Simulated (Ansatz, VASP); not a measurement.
# MoS3: VASP beside Ansatz

```
Mo S
1.0
     6.26903    0.00000    0.00000
    -3.13452    5.42914    0.00000
     0.00000    0.00000    2.90801
Mo S
1 3
Direct
  0.00000 0.00000 0.00000
  0.70127 0.00000 0.50000
  0.00000 0.70127 0.50000
  0.29873 0.29873 0.50000
```

Alike in both runs: functional PBE; k mesh 6 × 6 × 4; occupations gaussian, width 0.1 eV; collinear spin.

Ansatz relaxed the structure, and its values are those at the end. VASP's run is a single point on that final structure, the one shown.

```csv
,VASP,Ansatz
version,VASP 6.6.1,Ansatz 0.2.0
potentials or method,"VASP PAW PBE potentials, release 64 (Mo_sv, S), cutoff 520 eV","scalar-relativistic, plane waves, PAW"
valence electrons in the cell,32,32
```

|  | VASP | Ansatz | Ansatz less VASP |
| --- | --- | --- | --- |
| gap on the k mesh at the Fermi level (eV) | none | none | - |
| pressure (GPa) | 0.2 | 0.3 | +0.10 |
| rms of the force components (eV/Å) | 0.018 | 0.008 | -0.0102 |
| net moment per atom (μB) | 0.00 | 0.00 | -0.001 |

A gap of «none» marks a metal or a gap that the smearing closes. The functional is the same, so the differences come from potentials, cutoffs and numerics. Ansatz's warnings: seeded moment not kept.

The k mesh is coarse, so the values compare programs but aren't converged.
